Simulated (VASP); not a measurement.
Set up this calculation in VASP 6.6.1, as the native input.

- Task: single point
- Functional: r2SCAN
- Potentials or basis: VASP PAW PBE potentials, release 64 (Li_sv)
- Cutoff: 520 eV
- k mesh: 21 × 21 × 12
- Occupations: gaussian, width 0.1 eV
- Spin: no spin polarisation
- Dipole correction: no
- Further INCAR settings: ALGO = Normal; EDIFF = 1e-06; NBANDS = 10

Crystal: Li.

```xyz
2
Lattice="3.0593 0.0000 0.0000 -1.5297 2.6494 0.0000 0.0000 0.0000 4.9877" Properties=species:S:1:pos:R:3 pbc="T T T"
Li    0.0000    1.7663    1.2469
Li    1.5297    0.8831    3.7408
```

One way to write it, as run:

POSCAR

```
Li
1.0
    3.0593098315      0.0000000000      0.0000000000
   -1.5296549157      2.6494400321      0.0000000000
    0.0000000000      0.0000000000      4.9876809184
Li
2
Direct
    0.3333333333      0.6666666667      0.2500000000
    0.6666666667      0.3333333333      0.7500000000
```

INCAR.step1

```
ALGO = Normal ; EDIFF = 1E-4
ENCUT = 520 ; GGA = PE
ISMEAR = 0 ; LASPH = True
LCHARG = False ; LREAL = False
LWAVE = True ; NBANDS = 10
NELM = 60 ; PREC = Accurate
SIGMA = 0.1
```

INCAR.step2

```
ALGO = Normal ; EDIFF = 1E-6
ENCUT = 520 ; ISIF = 2
ISMEAR = 0 ; ISTART = 1
LASPH = True ; LCHARG = False
LMIXTAU = True ; LREAL = False
LWAVE = False ; METAGGA = R2SCAN
NBANDS = 10 ; NELM = 60
PREC = Accurate ; SIGMA = 0.1
```

KPOINTS

```
k-points
0
Gamma
  21 21 12
```

Potentials or basis: VASP PAW PBE potentials, release 64 (Li_sv).

The run is started by

```sh
$ cat potpaw_PBE.64/Li_sv/POTCAR > POTCAR
$ cp INCAR.step1 INCAR
$ mpirun -np 1 vasp_std > vasp.out
$ cp INCAR.step2 INCAR
$ mpirun -np 1 vasp_std > vasp.out
```

It gave:

```yaml
Band_gap_on_the_k_mesh: zero (band 3 reaches 3.00 eV, above the bottom of band 4 at -2.03 eV)
```

It took 7.1 min on 1 thread of AMD EPYC 7R13 Processor (Zen 3) (shared host), peak memory 0.2 GiB.
